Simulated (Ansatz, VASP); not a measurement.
**Mg: VASP beside Ansatz**

```
CELL_PARAMETERS angstrom
1.59269 0.91954 7.69988
-1.59269 0.91954 7.69988
0.00000 -1.83908 7.69988
ATOMIC_POSITIONS crystal
Mg 0.04709 0.95291 0.00000
Mg 0.22194 0.22194 0.22194
Mg 0.77806 0.77806 0.77806
```

Alike in both runs: task single point; functional PBE; k mesh 12 × 12 × 12; occupations gaussian, width 0.05 eV; no spin polarisation.

|  | VASP | Ansatz |
| --- | --- | --- |
| version | VASP 6.6.1 | Ansatz 0.2.0 |
| potentials or method | VASP PAW PBE potentials, release 64 (Mg), cutoff 520 eV | scalar-relativistic, plane waves, PAW |
| valence electrons in the cell | 6 | 30 |

Ansatz gave:

```
gap on the k mesh at the Fermi level (eV)                     : none
pressure (GPa)                                                : 0.8
traceless stress, the component that is largest in VASP (GPa) : 0.11
rms of the force components (eV/Å)                            : 0.047
```

Question: Which values does VASP return?

Answer: gap on the k mesh at the Fermi level (eV): none; pressure (GPa): 0.6; traceless stress, the component that is largest in VASP (GPa): 0.11; rms of the force components (eV/Å): 0.047.

Atom by atom the forces differ by 0.000 eV/Å (rms over components). A gap of «none» marks a metal or a gap that the smearing closes. VASP's potentials hold 6 valence electrons a cell and Ansatz's 30, so a difference there can come from the potentials and not from the codes.
